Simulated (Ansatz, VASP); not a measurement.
# Two plane-wave programs on SnS2

```xyz
3
Lattice="3.6682 0.0000 0.0000 -1.8341 3.1767 0.0000 0.0000 0.0000 5.8272" Properties=species:S:1:pos:R:3 pbc="T T T"
Sn    0.0000    0.0000    0.0000
S     0.0000    2.1178    1.4786
S     1.8341    1.0589    4.3486
```

Alike in both runs: functional PBE; dispersion D3(BJ); k mesh 12 × 12 × 6; occupations gaussian, width 0.02 eV; no spin polarisation.

Ansatz relaxed the structure, and its values are those at the end. VASP's run is a single point on that final structure, the one shown.

|  | VASP | Ansatz |
| --- | --- | --- |
| version | VASP 6.6.1 | Ansatz 0.2.0 |
| potentials or method | VASP PAW PBE potentials, release 64 (Sn_d, S), cutoff 500 eV | scalar-relativistic, plane waves, PAW |
| valence electrons in the cell | 26 | 26 |

|  | VASP | Ansatz | Ansatz less VASP |
| --- | --- | --- | --- |
| gap on the k mesh at the Fermi level (eV) | 1.29 | 1.28 | -0.013 |
| least direct gap on the mesh (eV) | 1.76 | 1.73 | -0.033 |
| pressure (GPa) | -0.1 | 0.0 | +0.11 |
| rms of the force components (eV/Å) | 0.000 | 0.003 | +0.0031 |

Ansatz's warnings: structure snapped to symmetry.
